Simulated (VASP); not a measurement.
The system is NaI.

```
CELL_PARAMETERS angstrom
0.00000 3.22972 3.22972
3.22972 0.00000 3.22972
3.22972 3.22972 0.00000
ATOMIC_POSITIONS crystal
Na 0.00000 0.00000 0.00000
I 0.50000 0.50000 0.50000
```

Base run:

* Program: VASP 6.6.1
* Functional: PBE
* Potentials or basis: VASP PAW PBE potentials, release 64 (Na_pv, I)
* Cutoff: 520 eV
* k mesh: 8 × 8 × 8
* Occupations: fermi-dirac, width 0.02 eV
* Spin: no spin polarisation

Its results: band gap on the k mesh 3.66 eV, direct; pressure 0.5 GPa.

Task: The run is repeated on the same cell with these changes: functional from PBE to r2SCAN; occupations from fermi-dirac, width 0.02 eV to gaussian, width 0.01 eV. What comes out?

Result: Band gap on the k mesh 4.46 eV, direct; pressure -0.1 GPa.

Caveats: spin-orbit coupling is left out, which moves the levels of the heavy elements; the PAW data sets were made with another functional, which shifts forces and pressure a little (some runs).

